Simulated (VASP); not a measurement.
A run of VASP 6.6.1 is set up as follows.

INCAR

```
  PREC = Accurate
  ENCUT = 520
  EDIFF = 1E-7
  ISMEAR = 0
  SIGMA = 0.01
  LREAL = F
  LASPH = T
  NELM = 60
  ALGO = Normal
  ISIF = 2
  LWAVE = F
  LCHARG = F
  GGA = PE
  NBANDS = 25
```

The input KPOINTS:

```
regular mesh
0
Gamma
  4 4 8
```

File POSCAR:

```
SiO2
1.0
    4.1773000000      0.0000000000      0.0000000000
    0.0000000000      4.1773000000      0.0000000000
    0.0000000000      0.0000000000      2.6652000000
Si O
2 4
Direct
    0.0000000000      0.0000000000      0.0000000000
    0.5000000000      0.5000000000      0.5000000000
    0.3059000000      0.3059000000      0.0000000000
    0.1941000000      0.8059000000      0.5000000000
    0.6941000000      0.6941000000      0.0000000000
    0.8059000000      0.1941000000      0.5000000000
```

Potentials or basis: VASP PAW PBE potentials, release 64 (Si, O).

Launch:

```bash
$ cat potpaw_PBE.64/Si/POTCAR potpaw_PBE.64/O/POTCAR > POTCAR
$ mpirun -np 1 vasp_std > vasp.out
```

Question: Estimate the pressure.

Answer: 11.4 GPa.

Question: What does it give for the largest force?

Answer: 0.099 eV/Å.

Question: Estimate the band gap on the k mesh.

Answer: 5.62 eV, direct.

Stress tensor (GPa, compression positive):
```
10.67  0.00  0.00
 0.00 10.67  0.00
 0.00  0.00 12.81
```

PBE gaps usually lie below the measured ones, often by a third to a half.
